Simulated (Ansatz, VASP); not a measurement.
## Cu: VASP beside Ansatz

```
Cu
1.0
     0.00000    1.78180    1.78180
     1.78180    0.00000    1.78180
     1.78180    1.78180    0.00000
Cu
1
Direct
  0.00300 0.00300 0.00300
```

Alike in both runs: functional PBEsol; k mesh 26 × 26 × 26; occupations gaussian, width 0.1 eV; no spin polarisation.

Ansatz relaxed the structure, and its values are those at the end. VASP's run is a single point on that final structure, the one shown.

|  | VASP | Ansatz |
| --- | --- | --- |
| version | VASP 6.6.1 | Ansatz 0.2.0 |
| potentials or method | VASP PAW PBE potentials, release 64 (Cu) | scalar-relativistic, plane waves, PAW |
| plane-wave cutoff (eV) | 520 | 420 |
| valence electrons in the cell | 11 | 19 |

```csv
,VASP,Ansatz,Ansatz less VASP
pressure (GPa),0.7,0.0,-0.70
```

VASP's potentials were made for PBE, not for PBEsol. VASP's potentials hold 11 valence electrons a cell and Ansatz's 19, so a difference there can come from the potentials and not from the codes.
